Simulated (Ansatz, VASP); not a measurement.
## One calculation of ZnCu, two programs

File INCAR:

```
SYSTEM = ZnCu
ALGO = Fast
EDIFF = 1E-7
ENCUT = 520
GGA = PE
ISIF = 2
ISMEAR = 0
LASPH = .TRUE.
LCHARG = .TRUE.
LELF = .TRUE.
LREAL = .FALSE.
LVHAR = .TRUE.
LWAVE = .FALSE.
NBANDS = 18
NELM = 100
PREC = Accurate
SIGMA = 0.15
```

File KPOINTS:

```
k-points
0
G
  16 16 16
  0 0 0
```

Contents of POSCAR:

```
ZnCu
1.0
    3.0775693820     -0.1963245033     -0.1963245033
   -0.1963245033      3.0775693820     -0.1963245033
   -0.1963245033     -0.1963245033      3.0775693820
Zn Cu
1 1
Direct
    0.5000000000      0.5000000000      0.5000000000
    0.0000000000      0.0000000000      0.0000000000
```

Input for Ansatz:

```yaml
crystal:
  lattice:
    - [3.077569382, -0.1963245033, -0.1963245033]
    - [-0.1963245033, 3.077569382, -0.1963245033]
    - [-0.1963245033, -0.1963245033, 3.077569382]
  atoms:
    - { symbol: Zn, position: [0.5, 0.5, 0.5] }
    - { symbol: Cu, position: [0.0, 0.0, 0.0] }
basis:
  ecutwfc: 520.0
kpoints:
  mp_grid: { grid: [16, 16, 16] }
hamiltonian:
  xc: pbe
scf:
  occupations: { method: gaussian, width: 0.15 }
output:
  forces: true
  stress: true
  eigenvalues: true
  write_density: true
  write_potential: true
  elf: true
  volumetric_format: npy
```

Alike in both runs: task single point; functional PBE; k mesh 16 × 16 × 16; occupations gaussian, width 0.15 eV; no spin polarisation.

```csv
,VASP,Ansatz
version,VASP 6.6.1,Ansatz 0.2.0
potentials or method,"VASP PAW PBE potentials, release 64 (Zn, Cu), cutoff 520 eV","scalar-relativistic, plane waves, PAW"
valence electrons in the cell,23,31
```

VASP gave:

| Property | Result |
| --- | --- |
| gap on the k mesh at the Fermi level (eV) | none |
| pressure (GPa) | -2.0 |
| traceless stress, the component that is largest in VASP (GPa) | 12.31 |

Problem. Which values does Ansatz return?

Solution. gap on the k mesh at the Fermi level (eV): none; pressure (GPa): -2.5; traceless stress, the component that is largest in VASP (GPa): 12.17.

A gap of «none» marks a metal or a gap that the smearing closes. VASP's potentials hold 23 valence electrons a cell and Ansatz's 31, so a difference there can come from the potentials and not from the codes.
